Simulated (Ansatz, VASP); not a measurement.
# Hf in VASP and in Ansatz

Contents of INCAR:

```
SYSTEM = Hf
PREC     = Accurate       ! precision mode
ENCUT    = 520            ! plane-wave cutoff, eV
EDIFF    = 1E-6           ! SCF threshold, eV
ISMEAR   = -1             ! smearing method
SIGMA    = 0.1            ! smearing width, eV
LREAL    = .FALSE.        ! projectors in reciprocal space
LASPH    = .TRUE.         ! aspherical terms in the spheres
NELM     = 80             ! most SCF steps
ALGO     = Normal         ! electronic algorithm
ISIF     = 2              ! what is computed and relaxed
LWAVE    = .FALSE.        ! write WAVECAR
LCHARG   = .FALSE.        ! write CHGCAR
NBANDS   = 17             ! bands
```

File KPOINTS:

```
regular mesh
0
G
  13 13 7
  0 0 0
```

The input POSCAR:

```
Hf
1.0
   -1.6973181857      2.0685687738      1.5148053576
    2.0685687738     -1.6973181857      1.5148053576
    3.4036056649      3.4036056649     -0.8348592258
Hf
2
Direct
    0.0416835616      0.9583164384      0.0000000000
    0.7083164384      0.2916835616      0.5000000000
```

Input for Ansatz:

```yaml
crystal:
  lattice:
    - [-1.6973181857, 2.0685687738, 1.5148053576]
    - [2.0685687738, -1.6973181857, 1.5148053576]
    - [3.4036056649, 3.4036056649, -0.8348592258]
  atoms:
    - { symbol: Hf, position: [0.0416835616, 0.9583164384, 0.0] }
    - { symbol: Hf, position: [0.7083164384, 0.2916835616, 0.5] }
hamiltonian:
  xc: lda
  pseudopotentials:
    kind: paw
    azcp:
      Hf: "pseudopotentials/Hf.paw.azcp"
basis:
  ecutwfc: 420
  fft_grid_basis: typed
kpoints:
  mp_grid: { grid: [13, 13, 7], shift: [0, 0, 0] }
magnetization:
  spin_polarized: false
scf:
  occupations: { method: fermi_dirac, width: 0.1 }
  lower_state_search: "off"
output:
  stress: true
```

Alike in both runs: task single point; functional LDA; k mesh 13 × 13 × 7; occupations fermi-dirac, width 0.1 eV; no spin polarisation.

```csv
,VASP,Ansatz
version,VASP 6.6.1,Ansatz 0.2.0
potentials or method,"VASP PAW LDA potentials, release 64 (Hf_pv), cutoff 520 eV","plane waves (420 eV) with PAW, scalar-relativistic"
valence electrons in the cell,20,52
```

|  | VASP | Ansatz | Ansatz less VASP |
| --- | --- | --- | --- |
| pressure (GPa) | 5.4 | 5.3 | -0.12 |
| traceless stress, the component that is largest in VASP (GPa) | 0.21 | 0.23 | +0.014 |

Ansatz warns that its potentials were made for another functional, while VASP's fit it. LDA's correlation is that of Perdew and Zunger in VASP and of Perdew and Wang (1992) in Ansatz. VASP's potentials hold 20 valence electrons a cell and Ansatz's 52, so a difference there can come from the potentials and not from the codes.

Neither program's run includes spin-orbit coupling.
